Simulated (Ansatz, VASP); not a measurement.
**Two plane-wave programs on Ta**

```xyz
1
Lattice="0.0000 2.0707 2.0707 2.0707 0.0000 2.0707 2.0707 2.0707 0.0000" Properties=species:S:1:pos:R:3 pbc="T T T"
Ta    0.0000    0.0000    0.0000
```

Alike in both runs: task single point; functional LDA; k mesh 15 × 15 × 15; occupations fermi-dirac, width 0.1 eV; no spin polarisation.

|  | VASP | Ansatz |
| --- | --- | --- |
| version | VASP 6.6.1 | Ansatz 0.2.0 |
| potentials or method | VASP PAW LDA potentials, release 64 (Ta_pv), cutoff 520 eV | plane waves (420 eV) with PAW, scalar-relativistic |
| valence electrons in the cell | 11 | 13 |

```csv
,VASP,Ansatz,Ansatz less VASP
pressure (GPa),0.9,0.1,-0.76
```

Ansatz warns that its potentials were made for another functional, while VASP's fit it. LDA's correlation is that of Perdew and Zunger in VASP and of Perdew and Wang (1992) in Ansatz. VASP's potentials hold 11 valence electrons a cell and Ansatz's 13, so a difference there can come from the potentials and not from the codes.

Neither program's run includes spin-orbit coupling.
